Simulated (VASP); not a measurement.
# Mg3PN (Pm-3m) in VASP: notebook

The runs below take Mg3PN through single point, relaxation of cell and atoms, with PBEsol.

All numbers are computed with VASP 6.6.1; they aren't measurements. Logs are shortened: lines on timing, memory, paths and dates and some standing lists are left out, and cuts for length are marked.

## Step 1: The cell of the first run

The structure is cubic, space group Pm-3m (No. 221). The conventional cell has a = 4.152 Å, b = 4.152 Å, c = 4.152 Å, α = 90.00°, β = 90.00°, γ = 90.00°. Within 3.9 Å of P (site symmetry m-3m) lie 12 Mg at 2.94 Å and 8 N at 3.60 Å. Within 2.7 Å of N (site symmetry m-3m) lie 6 Mg at 2.08 Å. Within 2.7 Å of Mg (site symmetry 4/mmm) lie 2 N at 2.08 Å.

## Step 2: Single point, PBEsol

INCAR

```
PREC = Accurate ; ENCUT = 520
EDIFF = 1E-6 ; ISMEAR = -1
SIGMA = 0.03 ; LREAL = False
LASPH = True ; NELM = 100
ALGO = Normal ; ISIF = 2
LWAVE = False ; LCHARG = True
GGA = PS ; LELF = True
LVHAR = True ; NBANDS = 16
```

KPOINTS

```
Automatic mesh
0
Gamma
  6 6 6
```

POSCAR

```
Mg3PN
1.0
    4.1521415856      0.0000000000      0.0000000000
    0.0000000000      4.1521415856      0.0000000000
    0.0000000000      0.0000000000      4.1521415856
P N Mg
1 1 3
Direct
    0.0000000000      0.0000000000      0.0000000000
    0.5000000000      0.5000000000      0.5000000000
    0.5000000000      0.5000000000      0.0000000000
    0.5000000000      0.0000000000      0.5000000000
    0.0000000000      0.5000000000      0.5000000000
```

Potentials or basis: VASP PAW PBE potentials, release 64 (P, N, Mg).

The run is started by

```
cat potpaw_PBE.64/P/POTCAR potpaw_PBE.64/N/POTCAR potpaw_PBE.64/Mg/POTCAR > POTCAR
mpirun -np 1 vasp_std > vasp.out
```

OUTCAR:

```text
PREC = Accurate
   ENCUT = 520
   EDIFF = 1E-6
   ISMEAR = -1
   LREAL = False
   LASPH = True
   NELM = 100
   ISIF = 2
   GGA = PS

 ion  position               nearest neighbor table
   1  0.000  0.000  0.000-   3 2.94   4 2.94   5 2.94   4 2.94   5 2.94   3 2.94   5 2.94   5 2.94
                             3 2.94   4 2.94   4 2.94   3 2.94
   2  0.500  0.500  0.500-   3 2.08   4 2.08   5 2.08   3 2.08   4 2.08   5 2.08
   3  0.500  0.500  0.000-   2 2.08   2 2.08   4 2.94   5 2.94   1 2.94   4 2.94   5 2.94   1 2.94
                             4 2.94   4 2.94   1 2.94   5 2.94   5 2.94   1 2.94
   4  0.500  0.000  0.500-   2 2.08   2 2.08   3 2.94   5 2.94   1 2.94   3 2.94   1 2.94   3 2.94
                             5 2.94   3 2.94   1 2.94   5 2.94   1 2.94   5 2.94
   5  0.000  0.500  0.500-   2 2.08   2 2.08   3 2.94   4 2.94   1 2.94   3 2.94   1 2.94   4 2.94
                             1 2.94   1 2.94   3 2.94   4 2.94   3 2.94   4 2.94

  LATTYP: Found a simple cubic cell.
 ALAT       =     4.1521415856

  Lattice vectors:

 A1 = (   4.1521415856,   0.0000000000,   0.0000000000)
 A2 = (   0.0000000000,   4.1521415856,   0.0000000000)
 A3 = (   0.0000000000,   0.0000000000,   4.1521415856)

Analysis of symmetry for initial positions (statically):
=====================================================================
 Subroutine PRICEL returns:
 Original cell was already a primitive cell.

 Routine SETGRP: Setting up the symmetry group for a
 simple cubic supercell.

 Subroutine GETGRP returns: Found 48 space group operations
 (whereof 48 operations were pure point group operations)
 out of a pool of 48 trial point group operations.

The static configuration has the point symmetry O_h .

Analysis of symmetry for dynamics (positions and initial velocities):
=====================================================================
 Subroutine PRICEL returns:
 Original cell was already a primitive cell.

 Routine SETGRP: Setting up the symmetry group for a
 simple cubic supercell.

 Subroutine GETGRP returns: Found 48 space group operations
 (whereof 48 operations were pure point group operations)
 out of a pool of 48 trial point group operations.

The dynamic configuration has the point symmetry O_h .

 Subroutine INISYM returns: Found 48 space group operations
 (whereof 48 operations are pure point group operations),
 and found     1 'primitive' translations

----------------------------------------------------------------------------------------
[... 98 lines left out ...]
   IBRION =     -1    ionic relax: 0-MD 1-quasi-New 2-CG
   NFREE  =      0    steps in history (QN), initial steepest desc. (CG)
   ISIF   =      2    stress and relaxation
   ISYM   =      2    0-nonsym 1-usesym 2-fastsym
   POTIM  = 0.5000    time-step for ionic-motion
   TEBEG  =    0.0;   TEEND  =   0.0 temperature during run
   PSTRESS=    0.0 pullay stress
   NELECT =      16.0000    total number of electrons
   NUPDOWN=      -1.0000    fix difference up-down
   EMIN   =  10.00;   EMAX   =-10.00  energy-range for DOS
   EFERMI =   0.00;   METHOD = LEGACY
   ISMEAR =    -1;   SIGMA  =   0.03  broadening in eV -4-tet -1-fermi 0-gaus
   EFERMI_NEDOS =   21; number of points for ismear=-14 and -15
   IALGO  =     38    algorithm
   IMIX   =      4    mixing-type and parameters
     AMIX     =   0.40;   BMIX     =  1.00
     AMIX_MAG =   1.60;   BMIX_MAG =  1.00
  volume/ion in A,a.u.               =      14.32        96.61
  Fermi-wavevector in a.u.,A,eV,Ry     =   0.993519  1.877478 13.430028  0.987079
  Thomas-Fermi vector in A             =   2.125406
   LORBIT       =      0    0 simple, 1 ext, 2 COOP (PROOUT), +10 PAW based schemes
   GGA     = PS    functional components
   LHFCALC =     F    Hartree Fock is set to
   AEXX    =    0.0000 exact exchange contribution
   IVDW    =     0    specifies the selected vdW correction
   LEPSILON=     F    determine dielectric tensor
   LRPA    =     F    only Hartree local field effects (RPA)
 non-spin polarized calculation
  energy-cutoff  :      520.00
  volume of cell :       71.58
 maximum number of plane-waves:      1956
 NGX is ok and might be reduce to    32

 number of electron      16.0000001 magnetization

 Free energy of the ion-electron system (eV)
  ---------------------------------------------------
  ext. energy  EPLUGINS =         0.00000000
  ---------------------------------------------------
  free energy    TOTEN  =       -23.46881680 eV

  energy without entropy =      -23.46881680  energy(sigma->0) =      -23.46881680

 E-fermi :   5.2155     XC(G=0): -10.1422

 val. band max:        4.5543301802   @ k =   0.0000   0.0000   0.0000
 cond. band min:       6.2545733632   @ k =   0.0000   0.0000   0.0000
 fundamental gap:      1.7002431830
 Fermi energy:         5.2154673291

 k-point     1 :       0.0000    0.0000    0.0000
  band No.  band energies     occupation
      1      -9.3115      2.00000
      2      -5.0022      2.00000
      3       1.0523      2.00000
      4       1.0523      2.00000
      5       1.0523      2.00000
      6       4.5543      2.00000
[... 357 lines left out ...]
      3       0.5598      2.00000
      4       0.5598      2.00000
      5       0.5598      2.00000
      6       1.2900      2.00000
[... 8 lines left out ...]
     15      13.0230      0.00000
     16      16.3538      0.00000

------------------------ aborting loop because EDIFF is reached ----------------------------------------

  FORCE on cell =-STRESS in cart. coord.  units (eV):
  Direction    XX          YY          ZZ          XY          YZ          ZX
  --------------------------------------------------------------------------------------
  -------------------------------------------------------------------------------------
  Total       -0.0605626     -0.0605626     -0.0605626      0.0000000     -0.0000000      0.0000000
  in kB       -1.3554983     -1.3554983     -1.3554983      0.0000000     -0.0000000      0.0000000
  external PRESSURE =      -1.3554983 kB  Pullay stress =       0.0000000 kB

 VOLUME and BASIS-vectors are now :
 -----------------------------------------------------------------------------
  energy-cutoff  :      520.00
  volume of cell :       71.58
      direct lattice vectors                 reciprocal lattice vectors
     4.152141586  0.000000000  0.000000000     0.240839571  0.000000000  0.000000000
     0.000000000  4.152141586  0.000000000     0.000000000  0.240839571  0.000000000
     0.000000000  0.000000000  4.152141586     0.000000000  0.000000000  0.240839571

 POSITION                                       TOTAL-FORCE (eV/Angst)
 -----------------------------------------------------------------------------------
      0.00000      0.00000      0.00000         0.000000      0.000000      0.000000
      2.07607      2.07607      2.07607         0.000000      0.000000      0.000000
      2.07607      2.07607      0.00000         0.000000      0.000000      0.000000
      2.07607      0.00000      2.07607         0.000000      0.000000      0.000000
      0.00000      2.07607      2.07607         0.000000      0.000000      0.000000
 -----------------------------------------------------------------------------------
    total drift:                                0.000000      0.000000     -0.000000

  FREE ENERGIE OF THE ION-ELECTRON SYSTEM (eV)
  ---------------------------------------------------
  free  energy   TOTEN  =       -23.4688167981 eV

  energy  without entropy=      -23.4688167981  energy(sigma->0) =      -23.46881680
```

stdout:

```text
POSCAR found type information on POSCAR P N Mg
 POSCAR found :  3 types and       5 ions
 scaLAPACK will be used
 -----------------------------------------------------------------------------
|                                                                             |
|                                                                             |
|     You enforced a specific xc type in the INCAR file but a different       |
|     I HOPE YOU KNOW WHAT YOU ARE DOING!                                     |
|                                                                             |
 -----------------------------------------------------------------------------

 LDA part: xc-table for (Slater+PW92), standard interpolation
 POSCAR, INCAR and KPOINTS ok, starting setup
 FFT: planning ... GRIDC
 FFT: planning ... GRID_SOFT
 FFT: planning ... GRID
 WAVECAR not read
 entering main loop
```

Run time: 11 s. Hardware: 1 thread of AMD EPYC 9R45 (Zen 5), shared host; peak memory 0.15 GiB.

Results:

| Quantity | Value |
| --- | --- |
| Free energy | -23.4688 eV |
| Pressure | -0.1 GPa |
| Band gap on the k mesh | 1.70 eV, direct |

Levels at points of the mesh, in eV from the valence-band top:
```
           k point  band 4  band 5  band 6  band 7  band 8  band 9  band 10  band 11  band 12  band 13
(0.00, 0.00, 0.00)   -3.50   -3.50    0.00    0.00    0.00    1.70     1.70     1.96     6.82     6.82
(0.50, 0.00, 0.00)   -3.28   -2.89   -2.89   -0.99   -0.99    2.73     4.05     5.87     5.94     5.94
(0.50, 0.50, 0.00)   -5.34   -2.69   -0.90   -0.90   -0.45    1.77     2.58     4.11     4.11     8.47
(0.50, 0.50, 0.50)   -3.99   -3.99   -3.26   -3.26   -3.26    4.34     4.34     4.34     8.07     8.47
```

Caveat: the PAW data sets were made with another functional, which shifts forces and pressure a little.

## Step 3: Relaxation of cell and atoms, PBEsol

This run uses another cell than the first one, of 13.56 Å³/atom, 0.947 times its volume.

INCAR

```
SYSTEM = Mg3PN
PREC = Accurate
ENCUT = 600
EDIFF = 1E-6
ISMEAR = -1
SIGMA = 0.03
LREAL = .FALSE.
LASPH = .TRUE.
NELM = 60
ALGO = Normal
ISIF = 3
LWAVE = .FALSE.
LCHARG = .FALSE.
GGA = PS
IBRION = 2
NSW = 100
EDIFFG = -0.01
```

KPOINTS

```
regular mesh
0
G
  6 6 6
  0 0 0
```

Edit POSCAR of step 2 so:

```diff
@@ -2,5 +2,5 @@
 1.0
-    4.1521415856      0.0000000000      0.0000000000
-    0.0000000000      4.1521415856      0.0000000000
-    0.0000000000      0.0000000000      4.1521415856
+    4.0774939400      0.0000000000      0.0000000000
+    0.0000000000      4.0774939400      0.0000000000
+    0.0000000000      0.0000000000      4.0774939400
 P N Mg
```

Potentials or basis: VASP PAW PBE potentials, release 64 (P, N, Mg).

The run is started by

```
cat potpaw_PBE.64/P/POTCAR potpaw_PBE.64/N/POTCAR potpaw_PBE.64/Mg/POTCAR > POTCAR
mpirun -np 1 vasp_std > vasp.out
```

Wall time 27 s (1 thread of AMD EPYC 9R45 (Zen 5), shared host); peak memory 0.19 GiB.

The run converged. Its results:

```
Free energy                            : -23.4696 eV
Relaxed volume                         : 14.29 Å³/atom
Relaxed cell                           : a = 4.150 Å, b = 4.150 Å, c = 4.150 Å, α = 90.00°, β = 90.00°, γ = 90.00°
Space group after relaxing (to 0.05 Å) : Pm-3m (No. 221)
Energy gained by relaxing              : 12.5 meV/atom
Ionic steps                            : 3
Pressure after relaxing                : 0.0 GPa
Band gap on the k mesh                 : 1.70 eV, direct
```

The path:
| step | energy change (eV) | largest force (eV/Å) | pressure (GPa) | volume (Å³) |
| --- | --- | --- | --- | --- |
| 1 | 0.0000 | 0.0000 | 5.70 | 67.79 |
| 2 | -0.0568 | 0.0000 | -1.53 | 72.64 |
| 3 | -0.0625 | 0.0000 | 0.01 | 71.46 |

Final structure:
```xyz
5
Lattice="4.1497 0.0000 0.0000 0.0000 4.1497 0.0000 0.0000 0.0000 4.1497" Properties=species:S:1:pos:R:3 pbc="T T T"
P     0.0000    0.0000    0.0000
N     2.0748    2.0748    2.0748
Mg    2.0748    2.0748    0.0000
Mg    2.0748    0.0000    2.0748
Mg    0.0000    2.0748    2.0748
```

Levels at points of the mesh, in eV from the valence-band top:
```
           k point  band 5  band 6  band 7  band 8  band 9  band 10  band 11  band 12
(0.00, 0.00, 0.00)   -3.51    0.00    0.00    0.00    1.70     1.70     1.98     6.82
(0.50, 0.00, 0.00)   -2.89   -2.89   -0.99   -0.99    2.73     4.05     5.88     5.95
(0.50, 0.50, 0.00)   -2.70   -0.90   -0.90   -0.45    1.78     2.58     4.11     4.11
(0.50, 0.50, 0.50)   -4.00   -3.27   -3.27   -3.27    4.35     4.35     4.35     8.09
```

Caveat: the PAW data sets were made with another functional, which shifts forces and pressure a little.

## Step 4: Single point, PBEsol

This run uses another cell than the first one: it holds 10 atoms, not 5.

INCAR

```
PREC     = Accurate       # precision mode
ENCUT    = 520            # plane-wave cutoff, eV
EDIFF    = 1E-6           # SCF threshold, eV
ISMEAR   = -1             # smearing method
SIGMA    = 0.05           # smearing width, eV
LREAL    = False          # projectors in reciprocal space
LASPH    = True           # aspherical terms in the spheres
NELM     = 100            # most SCF steps
ALGO     = Normal         # electronic algorithm
ISIF     = 2              # what is computed and relaxed
LWAVE    = False          # write WAVECAR
LCHARG   = False          # write CHGCAR
GGA      = PS             # functional
NBANDS   = 27             # bands
```

KPOINTS

```
regular mesh
0
Gamma
  4 4 2
```

POSCAR

```
Mg3PN
1.0
    4.1527473226     -0.0000029347      0.0000037301
   -0.0000029377      4.1527432204      0.0000070374
    0.0000075870      0.0000144224      8.3054333730
P N Mg
2 2 6
Direct
    0.0032934373     -0.0019528423      0.0007051463
    0.0032935979     -0.0019516096      0.5007048452
    0.5032982967      0.4980504317      0.2507054535
    0.5032964062      0.4980524640      0.7507055842
    0.5032990060      0.4980571060      0.0007059055
    0.5032997146     -0.0019485709      0.2507068586
    0.0032994275      0.4980453182      0.2507066205
    0.5032975802      0.4980548893      0.5007059426
    0.5033016814     -0.0019450231      0.7507069884
    0.0032973713      0.4980630586      0.7507060105
```

Potentials or basis: VASP PAW PBE potentials, release 64 (P, N, Mg).

The run is started by

```
cat potpaw_PBE.64/P/POTCAR potpaw_PBE.64/N/POTCAR potpaw_PBE.64/Mg/POTCAR > POTCAR
mpirun -np 1 vasp_std > vasp.out
```

OUTCAR:

```text
PREC = Accurate
   ENCUT = 520
   EDIFF = 1E-6
   ISMEAR = -1
   LREAL = False
   LASPH = True
   NELM = 100
   ISIF = 2
   GGA = PS

 ion  position               nearest neighbor table
   1  0.003  0.998  0.001-  10 2.94   5 2.94   9 2.94   6 2.94   5 2.94   7 2.94   7 2.94   9 2.94
                             5 2.94   6 2.94  10 2.94   5 2.94
   2  0.003  0.998  0.501-  10 2.94   6 2.94   7 2.94   8 2.94   9 2.94   7 2.94   6 2.94   8 2.94
                             8 2.94   8 2.94   9 2.94  10 2.94
   3  0.503  0.498  0.251-   5 2.08   8 2.08   6 2.08   7 2.08   6 2.08   7 2.08
   4  0.503  0.498  0.751-   8 2.08   5 2.08   9 2.08  10 2.08  10 2.08   9 2.08
   5  0.503  0.498  0.001-   3 2.08   4 2.08   1 2.94   9 2.94  10 2.94   6 2.94   1 2.94   7 2.94
                             9 2.94  10 2.94   7 2.94   6 2.94   1 2.94   1 2.94
   6  0.503  0.998  0.251-   3 2.08   3 2.08   2 2.94   8 2.94   7 2.94   1 2.94   5 2.94   7 2.94
                             2 2.94   8 2.94   5 2.94   7 2.94   7 2.94   1 2.94
   7  0.003  0.498  0.251-   3 2.08   3 2.08   2 2.94   6 2.94   8 2.94   6 2.94   8 2.94   5 2.94
                             2 2.94   1 2.94   1 2.94   5 2.94   6 2.94   6 2.94
   8  0.503  0.498  0.501-   4 2.08   3 2.08   2 2.94   6 2.94   7 2.94  10 2.94   7 2.94   9 2.94
[... 625 lines left out ...]

  FORCE on cell =-STRESS in cart. coord.  units (eV):
  Direction    XX          YY          ZZ          XY          YZ          ZX
  --------------------------------------------------------------------------------------
  -------------------------------------------------------------------------------------
  Total       -0.1266099     -0.1266097     -0.1257206      0.0001489     -0.0000004     -0.0000002
  in kB       -1.4162682     -1.4162654     -1.4063196      0.0016659     -0.0000048     -0.0000026
  external PRESSURE =      -1.4129511 kB  Pullay stress =       0.0000000 kB

 VOLUME and BASIS-vectors are now :
 -----------------------------------------------------------------------------
  energy-cutoff  :      520.00
  volume of cell :      143.23
      direct lattice vectors                 reciprocal lattice vectors
     4.152747323 -0.000002935  0.000003730     0.240804442  0.000000170 -0.000000220
    -0.000002938  4.152743220  0.000007037     0.000000170  0.240804679 -0.000000418
     0.000007587  0.000014422  8.305433373    -0.000000108 -0.000000204  0.120403109

 POSITION                                       TOTAL-FORCE (eV/Angst)
 -----------------------------------------------------------------------------------
      0.01367      4.14463      0.00586         0.000037      0.000037     -0.000012
      0.01368      4.14465      4.15858         0.000037      0.000037      0.000012
      2.09007      2.06828      2.08222         0.000286      0.000286      0.000000
      2.09007      2.06829      6.23494         0.000363      0.000363      0.000000
      2.09007      2.06830      0.00587        -0.000163     -0.000163      0.000007
      2.09008      4.14465      2.08224        -0.000043     -0.000129     -0.000000
      0.01370      2.06826      2.08223        -0.000129     -0.000043     -0.000000
      2.09007      2.06830      4.15859        -0.000163     -0.000163     -0.000007
      2.09009      4.14468      6.23496        -0.000178     -0.000046     -0.000000
      0.01370      2.06834      6.23494        -0.000046     -0.000178     -0.000000
 -----------------------------------------------------------------------------------
    total drift:                                0.001848     -0.000994     -0.005243

  FREE ENERGIE OF THE ION-ELECTRON SYSTEM (eV)
  ---------------------------------------------------
  free  energy   TOTEN  =       -46.8553515157 eV

  energy  without entropy=      -46.8553515009  energy(sigma->0) =      -46.85535151
```

stdout:

```text
POSCAR found type information on POSCAR P N Mg
 POSCAR found :  3 types and      10 ions
 scaLAPACK will be used
 -----------------------------------------------------------------------------
|                                                                             |
|                                                                             |
|     You enforced a specific xc type in the INCAR file but a different       |
|     I HOPE YOU KNOW WHAT YOU ARE DOING!                                     |
|                                                                             |
 -----------------------------------------------------------------------------

 LDA part: xc-table for (Slater+PW92), standard interpolation
 POSCAR, INCAR and KPOINTS ok, starting setup
 FFT: planning ... GRIDC
 FFT: planning ... GRID_SOFT
 FFT: planning ... GRID
 WAVECAR not read
 entering main loop
```

Run time: 38 s. Hardware: 1 thread of AMD EPYC 9R45 (Zen 5), shared host; peak memory 0.22 GiB.

What came out:

| Quantity | Value |
| --- | --- |
| Free energy | -46.8554 eV |
| Pressure | -0.1 GPa |
| Band gap on the k mesh | 1.69 eV |

Levels at points of the mesh, in eV from the valence-band top:
```tsv
k point	band 12	band 13	band 14	band 15	band 16	band 17	band 18	band 19	band 20	band 21
(0.00, 0.00, 0.00)	-0.99	-0.98	0.00	0.00	0.00	1.69	1.69	1.96	2.72	4.03
(0.50, 0.00, 0.00)	-0.99	-0.98	-0.91	-0.91	-0.44	1.76	2.57	2.72	4.03	4.10
(0.50, 0.50, 0.00)	-3.26	-2.72	-0.91	-0.91	-0.44	1.76	2.57	4.10	4.10	4.33
(0.00, 0.00, 0.50)	-1.91	-0.44	-0.44	-0.44	-0.44	2.11	2.11	2.85	2.85	4.71
(0.50, 0.00, 0.50)	-1.87	-1.05	-1.05	-0.74	-0.74	3.06	3.06	3.33	3.33	4.83
(0.50, 0.50, 0.50)	-2.19	-1.89	-1.89	-1.89	-1.89	2.97	2.97	4.21	4.21	4.21
```

Caveat: the PAW data sets were made with another functional, which shifts forces and pressure a little.

## Step 5: The runs side by side

```csv
task,cell,k mesh,cutoff (eV),smearing,gap on the mesh (eV),pressure (GPa)
single point,"a = 4.152 Å, 5 atoms",6 × 6 × 6,520,fermi-dirac 0.03 eV,1.70,-0.1
relaxation of cell and atoms,"relaxed from a = 4.077 Å, 5 atoms",6 × 6 × 6,600,fermi-dirac 0.03 eV,1.70,0.0
single point,"a = 4.153, b = 4.153, c = 8.305 Å, 10 atoms",4 × 4 × 2,520,fermi-dirac 0.05 eV,1.69,-0.1
```

Alike in all rows: level PBEsol; potentials or basis VASP PAW PBE potentials, release 64 (P, N, Mg); no spin polarisation.

Caveats: the PAW data sets were made with another functional, which shifts forces and pressure a little.

Absolute energies hang on the potentials; compare differences alone.
